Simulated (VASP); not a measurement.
# SrMg26O27 (a cell with a defect) in VASP: single point with PBE

Aim: the single point of SrMg26O27 (a cell with a defect) with PBE.

All numbers are computed with VASP 6.6.1; they aren't measurements. Logs are shortened: lines on timing, memory, paths and dates and some standing lists are left out, and cuts for length are marked.

### Step 1. The cell of the first run

The cell holds a defect, 54 atoms: a = 8.946 Å, b = 8.946 Å, c = 8.946 Å, α = 60.00°, β = 60.00°, γ = 60.00°.

### Step 2. Single point, PBE

Input file INCAR:

```
PREC = Accurate ; ENCUT = 520
EDIFF = 1E-7 ; ISMEAR = -1
SIGMA = 0.01 ; LREAL = Auto
LASPH = T ; NELM = 60
ALGO = Normal ; ISIF = 2
LWAVE = F ; LCHARG = F
GGA = PE ; NBANDS = 145
```

Input file KPOINTS:

```
Automatic mesh
0
Gamma
  3 3 3
```

Input file POSCAR:

```
SrMg26O27
1.0
    0.0000000000      6.3255000000      6.3255000000
    6.3255000000      0.0000000000      6.3255000000
    6.3255000000      6.3255000000      0.0000000000
Sr Mg O
1 26 27
Direct
    0.0000000000      0.0000000000      0.0000000000
    0.0000000000      0.0000000000      0.3380866007
    0.0000000000      0.0000000000      0.6619133993
    0.0000000000      0.3380866007      0.0000000000
   -0.0008891754      0.3336297251      0.3336297251
    0.0000000000      0.3380866007      0.6619133993
    0.0000000000      0.6619133993      0.0000000000
    0.0000000000      0.6619133993      0.3380866007
    0.0008891754      0.6663702749      0.6663702749
    0.3380866007      0.0000000000      0.0000000000
    0.3336297251     -0.0008891754      0.3336297251
    0.3380866007      0.0000000000      0.6619133993
    0.3336297251      0.3336297251     -0.0008891754
    0.3336297251      0.3336297251      0.3336297251
    0.3354905595      0.3354905595      0.6645094405
    0.3380866007      0.6619133993      0.0000000000
    0.3354905595      0.6645094405      0.3354905595
    0.3354905595      0.6645094405      0.6645094405
    0.6619133993      0.0000000000      0.0000000000
    0.6619133993      0.0000000000      0.3380866007
    0.6663702749      0.0008891754      0.6663702749
    0.6619133993      0.3380866007      0.0000000000
    0.6645094405      0.3354905595      0.3354905595
    0.6645094405      0.3354905595      0.6645094405
    0.6663702749      0.6663702749      0.0008891754
    0.6645094405      0.6645094405      0.3354905595
    0.6663702749      0.6663702749      0.6663702749
    0.1666123824      0.1666123824      0.1666123824
    0.1666123824      0.1666123824      0.5001628527
    0.1801063687      0.1801063687      0.8198936313
    0.1666123824      0.5001628527      0.1666123824
    0.1665202343      0.5000000000      0.5000000000
    0.1665202343      0.5000000000      0.8334797657
    0.1801063687      0.8198936313      0.1801063687
    0.1665202343      0.8334797657      0.5000000000
    0.1801063687      0.8198936313      0.8198936313
    0.5001628527      0.1666123824      0.1666123824
    0.5000000000      0.1665202343      0.5000000000
    0.5000000000      0.1665202343      0.8334797657
    0.5000000000      0.5000000000      0.1665202343
    0.5000000000      0.5000000000      0.5000000000
    0.5000000000      0.5000000000      0.8334797657
    0.5000000000      0.8334797657      0.1665202343
    0.5000000000      0.8334797657      0.5000000000
    0.4998371473      0.8333876176      0.8333876176
    0.8198936313      0.1801063687      0.1801063687
    0.8334797657      0.1665202343      0.5000000000
    0.8198936313      0.1801063687      0.8198936313
    0.8334797657      0.5000000000      0.1665202343
    0.8334797657      0.5000000000      0.5000000000
    0.8333876176      0.4998371473      0.8333876176
    0.8198936313      0.8198936313      0.1801063687
    0.8333876176      0.8333876176      0.4998371473
    0.8333876176      0.8333876176      0.8333876176
```

Potentials or basis: VASP PAW PBE potentials, release 64 (Sr_sv, Mg, O).

The run is started by

```console
> cat potpaw_PBE.64/Sr_sv/POTCAR potpaw_PBE.64/Mg/POTCAR potpaw_PBE.64/O/POTCAR > POTCAR
> mpirun -np 1 vasp_std > vasp.out
```

OUTCAR:

```text
PREC = Accurate
   ENCUT = 520
   EDIFF = 1E-7
   ISMEAR = -1
   LREAL = Auto
   LASPH = T
   NELM = 60
   ISIF = 2
   GGA = PE

 ion  position               nearest neighbor table
   1  0.000  0.000  0.000-  30 2.28  34 2.28  36 2.28  46 2.28  48 2.28  52 2.28  10 3.02  12 3.02
                            16 3.02  19 3.02  20 3.02  22 3.02   2 3.02   3 3.02   4 3.02   6 3.02
   2  0.000  0.000  0.338-  35 2.08  47 2.08  53 2.11  28 2.11  34 2.14  46 2.14   3 2.90   5 2.96
                            11 2.96   9 2.96  21 2.96  17 3.00  23 3.00   8 3.02  20 3.02   4 3.02
   3  0.000  0.000  0.662-  35 2.08  47 2.08  29 2.11  54 2.11  48 2.14  36 2.14   2 2.90   9 2.96
                            21 2.96  11 2.96   5 2.96  18 3.00  24 3.00   7 3.02  19 3.02   1 3.02
   4  0.000  0.338  0.000-  33 2.08  49 2.08  51 2.11  28 2.11  30 2.14  46 2.14   7 2.90   5 2.96
                            13 2.96   9 2.96  25 2.96  23 3.00  15 3.00   2 3.02  22 3.02   1 3.02
   5  0.999  0.334  0.334-  47 2.10  49 2.10  50 2.10  31 2.11  29 2.11  28 2.11   2 2.96   4 2.96
                             3 2.96   7 2.96   6 2.96   8 2.96  23 2.98  24 2.98  26 2.98  11 2.99
   6  0.000  0.338  0.662-  32 2.08  50 2.08  29 2.11  51 2.11  30 2.14  48 2.14   8 2.90  14 2.96
                            27 2.96   5 2.96   9 2.96  24 3.00  15 3.00   3 3.02  22 3.02   4 3.02
   7  0.000  0.662  0.000-  33 2.08  49 2.08  31 2.11  54 2.11  52 2.14  36 2.14   4 2.90   9 2.96
                            25 2.96   5 2.96  13 2.96  18 3.00  26 3.00   8 3.02  19 3.02   1 3.02
   8  0.000  0.662  0.338-  32 2.08  50 2.08  31 2.11  53 2.11  52 2.14  34 2.14   6 2.90  27 2.96
                            14 2.96   9 2.96   5 2.96  26 3.00  17 3.00   7 3.02  20 3.02   1 3.02
   9  0.001  0.666  0.666-  33 2.10  35 2.10  32 2.10  51 2.11  53 2.11  54 2.11   3 2.96   7 2.96
[... 62 lines left out ...]
  53  0.833  0.833  0.500-   2 2.11   8 2.11  20 2.11   9 2.11  21 2.11  27 2.11
  54  0.833  0.833  0.833-   3 2.11   7 2.11  19 2.11   9 2.11  21 2.11  25 2.11

  LATTYP: Found a face centered cubic cell.
 ALAT       =    12.6510000000

  Lattice vectors:

 A1 = (   0.0000000000,   6.3255000000,   6.3255000000)
 A2 = (   6.3255000000,   0.0000000000,   6.3255000000)
 A3 = (   6.3255000000,   6.3255000000,   0.0000000000)

Analysis of symmetry for initial positions (statically):
=====================================================================
 Subroutine PRICEL returns:
 Original cell was already a primitive cell.

 Routine SETGRP: Setting up the symmetry group for a
 face centered cubic supercell.

 Subroutine GETGRP returns: Found 48 space group operations
 (whereof 48 operations were pure point group operations)
 out of a pool of 48 trial point group operations.

The static configuration has the point symmetry O_h .

Analysis of symmetry for dynamics (positions and initial velocities):
=====================================================================
 Subroutine PRICEL returns:
[... 206 lines left out ...]
   EFERMI =   0.00;   METHOD = LEGACY
   ISMEAR =    -1;   SIGMA  =   0.01  broadening in eV -4-tet -1-fermi 0-gaus
   EFERMI_NEDOS =   21; number of points for ismear=-14 and -15
   IALGO  =     38    algorithm
   IMIX   =      4    mixing-type and parameters
     AMIX     =   0.40;   BMIX     =  1.00
     AMIX_MAG =   1.60;   BMIX_MAG =  1.00
  volume/ion in A,a.u.               =       9.37        63.26
  Fermi-wavevector in a.u.,A,eV,Ry     =   1.247535  2.357499 21.175331  1.556343
  Thomas-Fermi vector in A             =   2.381662
   LORBIT       =      0    0 simple, 1 ext, 2 COOP (PROOUT), +10 PAW based schemes
   GGA     = PE    functional components
   LHFCALC =     F    Hartree Fock is set to
   AEXX    =    0.0000 exact exchange contribution
   IVDW    =     0    specifies the selected vdW correction
   LEPSILON=     F    determine dielectric tensor
   LRPA    =     F    only Hartree local field effects (RPA)
 non-spin polarized calculation
  energy-cutoff  :      520.00
  volume of cell :      506.19
 maximum number of plane-waves:     13666
 NGX is ok and might be reduce to    70
   NGX = 33   NGY = 33   NGZ = 33

 number of electron     223.9999983 magnetization

 Free energy of the ion-electron system (eV)
  ---------------------------------------------------
  ext. energy  EPLUGINS =         0.00000000
  ---------------------------------------------------
  free energy    TOTEN  =      -318.44971888 eV

  energy without entropy =     -318.44971888  energy(sigma->0) =     -318.44971888

 E-fermi :   3.5907     XC(G=0): -11.1464

 val. band max:        3.3200343512   @ k =   0.0000   0.0000   0.0000
 cond. band min:       8.0469567045   @ k =   0.0000   0.0000   0.0000
 fundamental gap:      4.7269223533
 Fermi energy:         3.5907469239

 k-point     1 :       0.0000    0.0000    0.0000
  band No.  band energies     occupation
      1     -27.5290      2.00000
      2     -13.9898      2.00000
      3     -13.4426      2.00000
      4     -13.4426      2.00000
      5     -13.4426      2.00000
      6     -13.2005      2.00000
[... 497 lines left out ...]
    123      12.2043      0.00000
    124      12.2465      0.00000
 [bands above 124 left out]

------------------------ aborting loop because EDIFF is reached ----------------------------------------

  FORCE on cell =-STRESS in cart. coord.  units (eV):
  Direction    XX          YY          ZZ          XY          YZ          ZX
  --------------------------------------------------------------------------------------
  -------------------------------------------------------------------------------------
  Total       28.7622182     28.7622182     28.7622182      0.0000000      0.0000000     -0.0000000
  in kB       91.0370933     91.0370933     91.0370933      0.0000000      0.0000000     -0.0000000
  external PRESSURE =      91.0370933 kB  Pullay stress =       0.0000000 kB

 VOLUME and BASIS-vectors are now :
 -----------------------------------------------------------------------------
  energy-cutoff  :      520.00
  volume of cell :      506.19
      direct lattice vectors                 reciprocal lattice vectors
     0.000000000  6.325500000  6.325500000    -0.079045135  0.079045135  0.079045135
     6.325500000  0.000000000  6.325500000     0.079045135 -0.079045135  0.079045135
     6.325500000  6.325500000  0.000000000     0.079045135  0.079045135 -0.079045135

 POSITION                                       TOTAL-FORCE (eV/Angst)
 -----------------------------------------------------------------------------------
      0.00000      0.00000      0.00000        -0.000000     -0.000000     -0.000000
      2.13857      2.13857      0.00000         0.003835      0.003835     -0.000000
      4.18693      4.18693      0.00000        -0.003835     -0.003835     -0.000000
      2.13857      0.00000      2.13857         0.003835     -0.000000      0.003835
      4.22075      8.43025      8.43025        -0.002387      0.002387      0.002387
      6.32550      4.18693      2.13857        -0.000000     -0.003835      0.003835
[... 46 lines left out ...]
      8.43331      8.43331     10.54319        -0.001041     -0.001041      0.001041
     10.54319     10.54319     10.54319         0.001041      0.001041      0.001041
 -----------------------------------------------------------------------------------
    total drift:                               -0.000000     -0.000000      0.000000

  FREE ENERGIE OF THE ION-ELECTRON SYSTEM (eV)
  ---------------------------------------------------
  free  energy   TOTEN  =      -318.4497188813 eV

  energy  without entropy=     -318.4497188813  energy(sigma->0) =     -318.44971888
```

It took 15 min on 1 thread of AMD EPYC 7R13 (Zen 3), shared host; peak memory 0.77 GiB.

What came out:

```yaml
Free_energy: -318.4497 eV
Pressure: 9.1 GPa
Largest_force: 0.097 eV/Å
Band_gap_on_the_k_mesh: 4.73 eV
```

Forces in eV/Å, atoms in the order of the input:
```
Sr   0.000  0.000  0.000
Mg   0.004  0.004  0.000
Mg  -0.004 -0.004  0.000
Mg   0.004  0.000  0.004
Mg  -0.002  0.002  0.002
Mg   0.000 -0.004  0.004
Mg  -0.004  0.000 -0.004
Mg   0.000  0.004 -0.004
Mg   0.002 -0.002 -0.002
Mg   0.000  0.004  0.004
Mg   0.002 -0.002  0.002
Mg  -0.004  0.000  0.004
Mg   0.002  0.002 -0.002
Mg  -0.002 -0.002 -0.002
Mg   0.000  0.000 -0.003
Mg  -0.004  0.004  0.000
Mg   0.000 -0.003  0.000
Mg   0.003  0.000  0.000
Mg   0.000 -0.004 -0.004
Mg   0.004  0.000 -0.004
Mg  -0.002  0.002 -0.002
Mg   0.004 -0.004  0.000
Mg  -0.003  0.000  0.000
Mg   0.000  0.003  0.000
Mg  -0.002 -0.002  0.002
Mg   0.000  0.000  0.003
Mg   0.002  0.002  0.002
O   -0.001 -0.001 -0.001
O    0.001  0.001 -0.001
O    0.000  0.000  0.097
O    0.001 -0.001  0.001
O    0.000  0.032  0.032
O   -0.032  0.000  0.032
O    0.000  0.097  0.000
O   -0.032  0.032  0.000
O   -0.097  0.000  0.000
O   -0.001  0.001  0.001
O    0.032  0.000  0.032
O    0.000 -0.032  0.032
O    0.032  0.032  0.000
O    0.000  0.000  0.000
O   -0.032 -0.032  0.000
O    0.000  0.032 -0.032
O   -0.032  0.000 -0.032
O    0.001 -0.001 -0.001
O    0.097  0.000  0.000
O    0.032 -0.032  0.000
O    0.000 -0.097  0.000
O    0.032  0.000 -0.032
O    0.000 -0.032 -0.032
O   -0.001  0.001 -0.001
O    0.000  0.000 -0.097
O   -0.001 -0.001  0.001
O    0.001  0.001  0.001
```
